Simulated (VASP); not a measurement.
Write the native input for VASP 6.6.1 that does the following.

```yaml
Task: single point
Functional: LDA
Potentials_or_basis: VASP PAW LDA potentials, release 64 (Nb_sv, P)
Cutoff: 520 eV
k_mesh: 18 × 18 × 18
Occupations: fermi-dirac, width 0.15 eV
Spin: no spin polarisation
Dipole_correction: no
Further_INCAR_settings: ALGO = Normal; EDIFF = 1e-06; NBANDS = 26
```

The structure of NbP lies in POSCAR:

```
NbP
1.0
   -1.6512597524      1.6512597524      5.6214000834
    1.6512597524     -1.6512597524      5.6214000834
    1.6512597524      1.6512597524     -5.6214000834
Nb P
2 2
Direct
    0.7501456229      0.7501456229      0.0000000000
    0.5001456229      1.0001456229      0.5000000000
    0.3324829521      0.3324829521      0.0000000000
    0.0824829521      0.5824829521      0.5000000000
```

The input as run:

INCAR

```
SYSTEM = NbP
  ALGO = Normal
  EDIFF = 1E-6
  ENCUT = 520
  ISIF = 2
  ISMEAR = -1
  LASPH = .True.
  LCHARG = .False.
  LREAL = .False.
  LWAVE = .False.
  NBANDS = 26
  NELM = 60
  PREC = Accurate
  SIGMA = 0.15
```

KPOINTS

```
k-points
0
Gamma
  18 18 18
  0 0 0
```

Potentials or basis: VASP PAW LDA potentials, release 64 (Nb_sv, P).

Run with:

```sh
$ cat potpaw_LDA.64/Nb_sv/POTCAR potpaw_LDA.64/P/POTCAR > POTCAR
$ mpirun -np 1 vasp_std > vasp.out
```

It gave:

| Item | Value |
| --- | --- |
| Pressure | -0.1 GPa |
| Band gap on the k mesh | zero (bands 18 and 19 overlap by 0.09 eV) |

Wall time 14 min on 1 thread of Intel(R) Xeon(R) 6975P-C (Granite Rapids), on a shared host, peak memory 0.74 GiB.
